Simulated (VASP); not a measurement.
A run of VASP 6.6.1:

The input INCAR:

```
PREC = Accurate
ENCUT = 520
EDIFF = 1E-8
ISMEAR = 0
SIGMA = 0.01
LREAL = F
LASPH = T
NELM = 100
ALGO = Normal
ISIF = 2
LWAVE = F
LCHARG = F
GGA = PS
IBRION = 8
NSW = 1
```

The input KPOINTS:

```
regular mesh
0
Gamma
  10 10 10
```

The input POSCAR:

```
SnTe
1.0
    0.0000000000      3.1440039638      3.1440039638
    3.1440039638      0.0000000000      3.1440039638
    3.1440039638      3.1440039638      0.0000000000
Sn Te
1 1
Direct
    0.0000000000      0.0000000000      0.0000000000
    0.5000000000      0.5000000000      0.5000000000
```

Potentials or basis: VASP PAW PBE potentials, release 64 (Sn_d, Te).

Launch:

```console
$ cat potpaw_PBE.64/Sn_d/POTCAR potpaw_PBE.64/Te/POTCAR > POTCAR
$ mpirun -np 1 vasp_std > vasp.out
```

Hardware: 1 thread of Intel(R) Xeon(R) Platinum 8375C CPU @ 2.90GHz (Ice Lake), on a shared host.

Q: Estimate the wall time of this run.

A: It took 5.1 min on 1 thread of Intel(R) Xeon(R) Platinum 8375C CPU @ 2.90GHz (Ice Lake), on a shared host, peak memory 0.41 GiB. Counts: scf iterations 43, k points 47.
